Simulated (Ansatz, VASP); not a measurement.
One calculation of TiO2, two programs

```
Ti O
1.0
     2.75331   -2.75394    0.00000
     2.75331    2.75394    0.00000
    -2.67954    0.00000    4.88044
Ti O
2 4
Direct
  0.13411 0.86589 0.25000
  0.86589 0.13411 0.75000
  0.33122 0.08876 0.66715
  0.66878 0.91124 0.33285
  0.91124 0.66878 0.83285
  0.08876 0.33122 0.16715
```

Alike in both runs: task single point; functional PBEsol; k mesh 6 × 6 × 4; no spin polarisation.

```csv
,VASP,Ansatz
version,VASP 6.6.1,Ansatz 0.2.0
potentials or method,"VASP PAW PBE potentials, release 64 (Ti_sv, O), cutoff 520 eV","plane waves, PAW"
occupations,"gaussian, width 0.01 eV",fixed
valence electrons in the cell,48,48
```

Ansatz gave:

```
pressure (GPa)                                                : -16.3
traceless stress, the component that is largest in VASP (GPa) : -0.74
```

Estimate VASP's values.

pressure (GPa): -15.8; traceless stress, the component that is largest in VASP (GPa): -0.71.

VASP's potentials were made for PBE, not for PBEsol.
